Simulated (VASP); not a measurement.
Runs of VASP 6.6.1 on Ti. The structure is that of space group P6_3/mmc (No. 194), or close to it. The cells are those of the table. 

```tsv
task	cell	k mesh	cutoff (eV)	gap on the mesh (eV)	pressure (GPa)	relaxed volume (Å³/atom)
relaxation of cell and atoms	relaxed from a = 3.698, b = 3.698, c = 6.100 Å, angles 90.0, 90.0, 120.0°, 2 atoms	6 × 6 × 4	600	none	0.0	16.67
relaxation of cell and atoms	relaxed from a = 2.888, b = 2.888, c = 4.628 Å, angles 90.0, 90.0, 120.0°, 2 atoms	18 × 18 × 10	600	none	0.0	(a)
single point	a = 2.888, b = 2.888, c = 4.628 Å, angles 90.0, 90.0, 120.0°, 2 atoms	6 × 6 × 4	520	none	-0.3	-
single point	a = 2.900, b = 2.900, c = 4.589 Å, angles 90.0, 90.0, 120.0°, 2 atoms	18 × 18 × 10	520	none	-0.3	-
```

Alike in all rows: level PBEsol; potentials or basis VASP PAW PBE potentials, release 64 (Ti_sv); no spin polarisation; smearing gaussian 0.1 eV.

**Question.** Estimate the missing entries.

**Answer.** (a) 16.68.

Caveats: some runs use coarse meshes; the PAW data sets were made with another functional, which shifts forces and pressure a little; the volume moved by over 15 % at a fixed basis, so the end points are rough (some runs).

A gap of «none» marks levels without a gap at the run's occupations.
